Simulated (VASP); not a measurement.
# Ag2O (Pn-3m) in VASP: single point with r2SCAN

Aim: the single point of Ag2O with r2SCAN.

All numbers are computed with VASP 6.6.1; they aren't measurements. Logs are shortened: lines on timing, memory, paths and dates and some standing lists are left out, and cuts for length are marked.

### Step 1. The cell of the first run

It takes space group Pn-3m (No. 224, cubic). The conventional cell has a = 4.757 Å, b = 4.757 Å, c = 4.757 Å, α = 90.00°, β = 90.00°, γ = 90.00°. Ag (site symmetry -3m) has 2 O at 2.06 Å within 2.7 Å. O (site symmetry -43m) has 4 Ag at 2.06 Å within 2.7 Å.

### Step 2. Single point, r2SCAN

File POSCAR:

```
Ag2O
1.0
    4.7571950000      0.0000000000      0.0000000000
    0.0000000000      4.7571950000      0.0000000000
    0.0000000000      0.0000000000      4.7571950000
Ag O
4 2
Direct
    0.2500000000      0.2500000000      0.2500000000
    0.2500000000      0.7500000000      0.7500000000
    0.7500000000      0.7500000000      0.2500000000
    0.7500000000      0.2500000000      0.7500000000
    0.0000000000      0.0000000000      0.0000000000
    0.5000000000      0.5000000000      0.5000000000
```

File INCAR.step1:

```
SYSTEM = Ag2O
ALGO     = Normal         ! electronic algorithm
EDIFF    = 1E-5           ! SCF threshold, eV
ENCUT    = 660            ! plane-wave cutoff, eV
GGA      = PE             ! functional
GGA_COMPAT= .False.      
ISMEAR   = 0              ! smearing method
LASPH    = .True.         ! aspherical terms in the spheres
LCHARG   = .False.        ! write CHGCAR
LREAL    = .False.        ! projectors in reciprocal space
LWAVE    = .True.         ! write WAVECAR
NBANDS   = 37             ! bands
NELM     = 120            ! most SCF steps
PREC     = Accurate       ! precision mode
SIGMA    = 0.1147         ! smearing width, eV
```

File INCAR.step2:

```
SYSTEM = Ag2O
ALGO     = Normal         ! electronic algorithm
EDIFF    = 1E-6           ! SCF threshold, eV
ENCUT    = 660            ! plane-wave cutoff, eV
GGA_COMPAT= .False.      
ISIF     = 2              ! what is computed and relaxed
ISMEAR   = 0              ! smearing method
ISTART   = 1            
LASPH    = .True.         ! aspherical terms in the spheres
LCHARG   = .True.         ! write CHGCAR
LELF     = .True.         ! ELF
LMIXTAU  = .True.       
LREAL    = .False.        ! projectors in reciprocal space
LVHAR    = .True.       
LWAVE    = .False.        ! write WAVECAR
METAGGA  = R2SCAN         ! meta-GGA
NBANDS   = 37             ! bands
NELM     = 120            ! most SCF steps
PREC     = Accurate       ! precision mode
SIGMA    = 0.1147         ! smearing width, eV
```

File KPOINTS:

```
k-points
0
Gamma
  6 6 6
  0 0 0
```

Potentials or basis: VASP PAW PBE potentials, release 64 (Ag, O).

Command:

```console
$ cat potpaw_PBE.64/Ag/POTCAR potpaw_PBE.64/O/POTCAR > POTCAR
$ cp INCAR.step1 INCAR
$ mpirun -np 1 vasp_std > vasp.out
$ cp INCAR.step2 INCAR
$ mpirun -np 1 vasp_std > vasp.out
```

OUTCAR:

```text
SYSTEM = Ag2O
   EDIFF = 1E-6
   ENCUT = 660
   ISIF = 2
   ISMEAR = 0
   ISTART = 1
   LASPH = .True.
   LREAL = .False.
   METAGGA = R2SCAN
   NELM = 120
   PREC = Accurate

 ion  position               nearest neighbor table
   1  0.250  0.250  0.250-   5 2.06   6 2.06   4 3.36   2 3.36   3 3.36   2 3.36   4 3.36   2 3.36
                             3 3.36   2 3.36   3 3.36   4 3.36   4 3.36   3 3.36
   2  0.250  0.750  0.750-   5 2.06   6 2.06   4 3.36   1 3.36   3 3.36   1 3.36   3 3.36   1 3.36
                             4 3.36   1 3.36   3 3.36   4 3.36   3 3.36   4 3.36
   3  0.750  0.750  0.250-   5 2.06   6 2.06   4 3.36   1 3.36   2 3.36   2 3.36   4 3.36   1 3.36
                             4 3.36   4 3.36   1 3.36   2 3.36   2 3.36   1 3.36
   4  0.750  0.250  0.750-   5 2.06   6 2.06   3 3.36   1 3.36   2 3.36   1 3.36   3 3.36   2 3.36
                             3 3.36   3 3.36   1 3.36   2 3.36   1 3.36   2 3.36
   5  0.000  0.000  0.000-   1 2.06   2 2.06   3 2.06   4 2.06
   6  0.500  0.500  0.500-   1 2.06   2 2.06   3 2.06   4 2.06

  LATTYP: Found a simple cubic cell.
 ALAT       =     4.7571950000

  Lattice vectors:

 A1 = (   4.7571950000,   0.0000000000,   0.0000000000)
 A2 = (   0.0000000000,   4.7571950000,   0.0000000000)
 A3 = (   0.0000000000,   0.0000000000,   4.7571950000)

Analysis of symmetry for initial positions (statically):
=====================================================================
 Subroutine PRICEL returns:
 Original cell was already a primitive cell.

 Routine SETGRP: Setting up the symmetry group for a
 simple cubic supercell.

 Subroutine GETGRP returns: Found 48 space group operations
 (whereof 24 operations were pure point group operations)
 out of a pool of 48 trial point group operations.

The static configuration has the point symmetry T_d .
 The point group associated with its full space group is O_h .

Analysis of symmetry for dynamics (positions and initial velocities):
=====================================================================
 Subroutine PRICEL returns:
 Original cell was already a primitive cell.

 Routine SETGRP: Setting up the symmetry group for a
 simple cubic supercell.

 Subroutine GETGRP returns: Found 48 space group operations
 (whereof 24 operations were pure point group operations)
 out of a pool of 48 trial point group operations.

The dynamic configuration has the point symmetry T_d .
 The point group associated with its full space group is O_h .

 Subroutine INISYM returns: Found 48 space group operations
 (whereof 24 operations are pure point group operations),
 and found     1 'primitive' translations

----------------------------------------------------------------------------------------

                                     Primitive cell

  volume of cell :     107.6596

  direct lattice vectors                    reciprocal lattice vectors
     4.757195000  0.000000000  0.000000000     0.210207906  0.000000000  0.000000000
     0.000000000  4.757195000  0.000000000     0.000000000  0.210207906  0.000000000
     0.000000000  0.000000000  4.757195000     0.000000000  0.000000000  0.210207906

  length of vectors
     4.757195000  4.757195000  4.757195000     0.210207906  0.210207906  0.210207906

  position of ions in fractional coordinates (direct lattice)
     0.250000000  0.250000000  0.250000000
     0.250000000  0.750000000  0.750000000
     0.750000000  0.750000000  0.250000000
     0.750000000  0.250000000  0.750000000
     0.000000000  0.000000000  0.000000000
     0.500000000  0.500000000  0.500000000

  ion indices of the primitive-cell ions
   primitive index   ion index
                 1           1
                 2           2
                 3           3
                 4           4
                 5           5
                 6           6

----------------------------------------------------------------------------------------

 KPOINTS: k-points

Automatic generation of k-mesh.
 Grid dimensions read from file:
 generate k-points for:    6    6    6

 Generating k-lattice:

  Cartesian coordinates                     Fractional coordinates (reciprocal lattice)
     0.035034651  0.000000000  0.000000000     0.166666667  0.000000000  0.000000000
     0.000000000  0.035034651  0.000000000     0.000000000  0.166666667  0.000000000
     0.000000000  0.000000000  0.035034651     0.000000000  0.000000000  0.166666667

  Length of vectors
     0.035034651  0.035034651  0.035034651

  Shift w.r.t. Gamma in fractional coordinates (k-lattice)
     0.000000000  0.000000000  0.000000000

 Subroutine IBZKPT returns following result:
 ===========================================

 Found     20 irreducible k-points:

 Following reciprocal coordinates:
            Coordinates               Weight
  0.000000  0.000000  0.000000      1.000000
  0.166667  0.000000  0.000000      6.000000
  0.333333  0.000000  0.000000      6.000000
  0.500000  0.000000  0.000000      3.000000
  0.166667  0.166667  0.000000     12.000000
  0.333333  0.166667  0.000000     24.000000
[... 12 lines left out ...]
  0.500000  0.500000  0.333333      6.000000
  0.500000  0.500000  0.500000      1.000000
   k-points           NKPTS =     20   k-points in BZ     NKDIM =     20   number of bands    NBANDS=     37
   number of dos      NEDOS =    301   number of ions     NIONS =      6
   total plane-waves  NPLWV =  64000
   dimension x,y,z NGX =    40 NGY =   40 NGZ =   40
   dimension x,y,z NGXF=    80 NGYF=   80 NGZF=   80
   ions per type =               4   2
   NGX,Y,Z   is equivalent  to a cutoff of  13.98, 13.98, 13.98 a.u.
   NGXF,Y,Z  is equivalent  to a cutoff of  27.96, 27.96, 27.96 a.u.
 SYSTEM =  Ag2O
   PREC   = accura    normal or accurate (medium, high low for compatibility)
   ISTART =      1    job   : 0-new  1-cont  2-samecut
   ICHARG =      0    charge: 1-file 2-atom 10-const
   ISPIN  =      1    spin polarized calculation?
   LNONCOLLINEAR =      F non collinear calculations
   LSORBIT =      F    spin-orbit coupling
   LASPH  =      T    aspherical Exc in radial PAW
   ENCUT  =  660.0 eV  48.51 Ry    6.96 a.u.   9.97  9.97  9.97*2*pi/ulx,y,z
   NELM   =    120;   NELMIN=  2; NELMDL=  0     # of ELM steps
   EDIFF  = 0.1E-05   stopping-criterion for ELM
   LREAL  =      F    real-space projection
   EDIFFG = 0.1E-04   stopping-criterion for IOM
   NSW    =      0    number of steps for IOM
   IBRION =     -1    ionic relax: 0-MD 1-quasi-New 2-CG
   NFREE  =      0    steps in history (QN), initial steepest desc. (CG)
   ISIF   =      2    stress and relaxation
   ISYM   =      2    0-nonsym 1-usesym 2-fastsym
   POTIM  = 0.5000    time-step for ionic-motion
   TEBEG  =    0.0;   TEEND  =   0.0 temperature during run
   PSTRESS=    0.0 pullay stress
   NELECT =      56.0000    total number of electrons
   NUPDOWN=      -1.0000    fix difference up-down
   EMIN   =  10.00;   EMAX   =-10.00  energy-range for DOS
   EFERMI =   0.00;   METHOD = LEGACY
   ISMEAR =     0;   SIGMA  =   0.11  broadening in eV -4-tet -1-fermi 0-gaus
   EFERMI_NEDOS =   21; number of points for ismear=-14 and -15
   IALGO  =     38    algorithm
   IMIX   =      4    mixing-type and parameters
     AMIX     =   0.40;   BMIX     =  1.00
     AMIX_MAG =   1.60;   BMIX_MAG =  1.00
  volume/ion in A,a.u.               =      17.94       121.09
  Fermi-wavevector in a.u.,A,eV,Ry     =   1.316598  2.488010 23.584754  1.733431
  Thomas-Fermi vector in A             =   2.446699
   LORBIT       =      0    0 simple, 1 ext, 2 COOP (PROOUT), +10 PAW based schemes
   METAGGA = R2SCAN    functional components
   LHFCALC =     F    Hartree Fock is set to
   AEXX    =    0.0000 exact exchange contribution
   IVDW    =     0    specifies the selected vdW correction
   LEPSILON=     F    determine dielectric tensor
   LRPA    =     F    only Hartree local field effects (RPA)
 non-spin polarized calculation
 Gauss-broadening in eV      SIGMA  =   0.11
  energy-cutoff  :      660.00
  volume of cell :      107.66
 maximum number of plane-waves:      4224
 NGX is ok and might be reduce to    40
   NGX = 19   NGY = 19   NGZ = 19

 number of electron      55.9999994 magnetization

 Free energy of the ion-electron system (eV)
  ---------------------------------------------------
  ext. energy  EPLUGINS =         0.00000000
  ---------------------------------------------------
  free energy    TOTEN  =       -98.36080895 eV

  energy without entropy =      -98.36040621  energy(sigma->0) =      -98.36060758

 E-fermi :   4.3330     XC(G=0): -10.9584

 val. band max:        4.1861971778   @ k =   0.0000   0.0000   0.0000
 cond. band min:       4.4230488286   @ k =   0.0000   0.0000   0.0000
 fundamental gap:      0.2368516508
 Fermi energy:         4.3329853665

 k-point     1 :       0.0000    0.0000    0.0000
  band No.  band energies     occupation
      1     -15.5581      2.00000
      2     -14.9269      2.00000
      3      -2.6260      2.00000
      4      -2.6260      2.00000
      5      -2.6260      2.00000
      6      -0.3293      2.00000
[... 29 lines left out ...]
     36      13.3089      0.00000
     37      13.3359      0.00000

 k-point     2 :       0.1667    0.0000    0.0000
  band No.  band energies     occupation
      1     -15.5178      2.00000
      2     -14.9714      2.00000
      3      -2.5328      2.00000
      4      -2.5328      2.00000
      5      -2.4960      2.00000
      6      -0.3113      2.00000
[... 29 lines left out ...]
     36      12.9495      0.00000
     37      12.9495      0.00000

 k-point     3 :       0.3333    0.0000    0.0000
  band No.  band energies     occupation
      1     -15.4063      2.00000
      2     -15.0911      2.00000
      3      -2.2862      2.00000
      4      -2.2862      2.00000
      5      -2.1232      2.00000
      6      -0.8896      2.00000
[... 29 lines left out ...]
     36      12.4065      0.00000
     37      12.4065      0.00000
[... 601 lines left out ...]
 k-point    19 :       0.5000    0.5000    0.3333
  band No.  band energies     occupation
      1     -15.4761      2.00000
      2     -14.9951      2.00000
      3      -2.4357      2.00000
      4      -2.4357      2.00000
      5      -2.3594      2.00000
      6      -0.3884      2.00000
[... 29 lines left out ...]
     36      11.4763      0.00000
     37      16.8029      0.00000

 k-point    20 :       0.5000    0.5000    0.5000
  band No.  band energies     occupation
      1     -15.5102      2.00000
      2     -14.9542      2.00000
      3      -2.4830      2.00000
      4      -2.4830      2.00000
      5      -2.4830      2.00000
      6      -0.0526      2.00000
[... 29 lines left out ...]
     36      10.7397      0.00000
     37      17.6226      0.00000

------------------------ aborting loop because EDIFF is reached ----------------------------------------

  FORCE on cell =-STRESS in cart. coord.  units (eV):
  Direction    XX          YY          ZZ          XY          YZ          ZX
  --------------------------------------------------------------------------------------
  -------------------------------------------------------------------------------------
  Total       -0.1333204     -0.1333204     -0.1333204     -0.0000000     -0.0000000     -0.0000000
  in kB       -1.9840578     -1.9840578     -1.9840578     -0.0000000     -0.0000000     -0.0000000
  external PRESSURE =      -1.9840578 kB  Pullay stress =       0.0000000 kB

 VOLUME and BASIS-vectors are now :
 -----------------------------------------------------------------------------
  energy-cutoff  :      660.00
  volume of cell :      107.66
      direct lattice vectors                 reciprocal lattice vectors
     4.757195000  0.000000000  0.000000000     0.210207906  0.000000000  0.000000000
     0.000000000  4.757195000  0.000000000     0.000000000  0.210207906  0.000000000
     0.000000000  0.000000000  4.757195000     0.000000000  0.000000000  0.210207906

 POSITION                                       TOTAL-FORCE (eV/Angst)
 -----------------------------------------------------------------------------------
      1.18930      1.18930      1.18930         0.000000     -0.000000     -0.000000
      1.18930      3.56790      3.56790        -0.000000     -0.000000      0.000000
      3.56790      3.56790      1.18930         0.000000      0.000000      0.000000
      3.56790      1.18930      3.56790        -0.000000      0.000000     -0.000000
      0.00000      0.00000      0.00000         0.000000     -0.000000     -0.000000
      2.37860      2.37860      2.37860         0.000000     -0.000000     -0.000000
 -----------------------------------------------------------------------------------
    total drift:                                0.000000     -0.000000     -0.000000

  FREE ENERGIE OF THE ION-ELECTRON SYSTEM (eV)
  ---------------------------------------------------
  free  energy   TOTEN  =       -98.3608089536 eV

  energy  without entropy=      -98.3604062065  energy(sigma->0) =      -98.36060758
```

It took 5.1 min on 1 thread of Intel Xeon Platinum 8259CL at 2.50GHz (Skylake/Cascade Lake), shared host; peak memory 0.3 GiB.

What came out:

| Item | Value |
| --- | --- |
| Free energy | -98.3608 eV |
| Pressure | -0.2 GPa |
| Band gap on the k mesh | 0.24 eV |

Caveat: the PAW data sets were made with another functional, which shifts forces and pressure a little.
